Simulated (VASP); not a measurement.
Wanted: the native input for a VASP 6.6.1 run.

```yaml
Task: single point
Functional: PBE
Potentials_or_basis: VASP PAW PBE potentials, release 64 (Mg)
Cutoff: 520 eV
k_mesh: 14 × 14 × 14
Occupations: fermi-dirac, width 0.1 eV
Spin: no spin polarisation
Dipole_correction: no
Further_INCAR_settings: ALGO = Normal; EDIFF = 1e-06; NBANDS = 9
```

The structure of Mg lies in POSCAR:

```
Mg
1.0
    0.0000000000      2.3646014032      2.3646014032
    2.3646014032      0.0000000000      2.3646014032
    2.3646014032      2.3646014032      0.0000000000
Mg
2
Direct
   -0.1250000000     -0.1250000000     -0.1250000000
    0.1250000000      0.1250000000      0.1250000000
```

These files were run (other wordings do the same):

INCAR

```
SYSTEM = Mg
ALGO = Normal ; EDIFF = 1E-6
ENCUT = 520 ; GGA = PE
ISIF = 2 ; ISMEAR = -1
LASPH = .TRUE. ; LCHARG = .FALSE.
LREAL = .FALSE. ; LWAVE = .FALSE.
NBANDS = 9 ; NELM = 100
PREC = Accurate ; SIGMA = 0.1
```

KPOINTS

```
k-points
0
G
  14 14 14
  0 0 0
```

Potentials or basis: VASP PAW PBE potentials, release 64 (Mg).

Launch:

```bash
$ cat potpaw_PBE.64/Mg/POTCAR > POTCAR
$ mpirun -np 1 vasp_std > vasp.out
```

It gave:

```yaml
Pressure: 93.6 GPa
Band_gap_on_the_k_mesh: zero (band 2 reaches 13.58 eV, above the bottom of band 3 at 4.52 eV)
```

Run time: 11 s on 1 thread of Intel(R) Xeon(R) 6975P-C (Granite Rapids), on a shared host, peak memory 0.16 GiB.
